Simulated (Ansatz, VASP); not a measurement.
## One calculation of Ir, two programs

```
Ir
1.0
     2.13119    0.00000    0.00000
     0.00000    2.13119    0.00000
     0.00000    0.00000    2.13119
Ir
1
Direct
  0.00000 0.00000 0.00000
```

Change from the starting cell: volume scaled by 0.6, PAW files.

Alike in both runs: task single point; functional LDA; k mesh 15 × 15 × 15; occupations fermi-dirac, width 0.1 eV; no spin polarisation.

|  | VASP | Ansatz |
| --- | --- | --- |
| version | VASP 6.6.1 | Ansatz 0.2.0 |
| potentials or method | VASP PAW LDA potentials, release 64 (Ir) | PAW with Ansatz's default frozen-core files, scalar-relativistic |
| plane-wave cutoff (eV) | 520 | 420 |
| valence electrons in the cell | 9 | 17 |

|  | VASP | Ansatz | Ansatz less VASP |
| --- | --- | --- | --- |
| pressure (GPa) | 482.8 | 494.0 | +11.23 |

LDA's correlation is that of Perdew and Zunger in VASP and of Perdew and Wang (1992) in Ansatz. Both programs put the cell under a high pressure, so it lies far from rest at this level. VASP's potentials hold 9 valence electrons a cell and Ansatz's 17, so a difference there can come from the potentials and not from the codes.

Spin-orbit coupling is off throughout. Noted on VASP's run: the cell as given lies far from equilibrium.
